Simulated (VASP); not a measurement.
Input of a VASP 6.6.1 run:

Contents of INCAR:

```
SYSTEM = CaW2
PREC = Accurate
ENCUT = 520
EDIFF = 1E-6
ISMEAR = 0
SIGMA = 0.1
LREAL = .FALSE.
LASPH = .TRUE.
NELM = 100
ALGO = Normal
ISIF = 2
LWAVE = .FALSE.
LCHARG = .TRUE.
GGA = PE
LELF = .TRUE.
LVHAR = .TRUE.
NBANDS = 26
```

Contents of KPOINTS:

```
regular mesh
0
G
  6 6 6
  0 0 0
```

POSCAR

```
CaW2
1.0
    5.1853158800      0.0000000000      0.0000000000
   -2.5926579400      4.4906152800      0.0000000000
    0.0000000000      0.0000000000      3.1785986300
Ca W
1 2
Direct
    0.0000000000      0.0000000000      0.0000000000
    0.3333333300      0.6666666700      0.5000000000
    0.6666666700      0.3333333300      0.5000000000
```

Potentials or basis: VASP PAW PBE potentials, release 64 (Ca_sv, W_sv).

Command:

```bash
$ cat potpaw_PBE.64/Ca_sv/POTCAR potpaw_PBE.64/W_sv/POTCAR > POTCAR
$ mpirun -np 1 vasp_std > vasp.out
```

Problem. Estimate the band gap on the k mesh.

Solution. Zero (bands 19 and 20 overlap by 0.47 eV).

Problem. Predict the pressure.

Solution. -19.2 GPa.

Stress tensor (GPa, compression positive):
```
-19.71   0.00   0.00
  0.00 -19.71   0.00
  0.00   0.00 -18.28
```

Caveat: the cell stands under tension; spin-orbit coupling is left out, which moves the levels of the heavy elements.
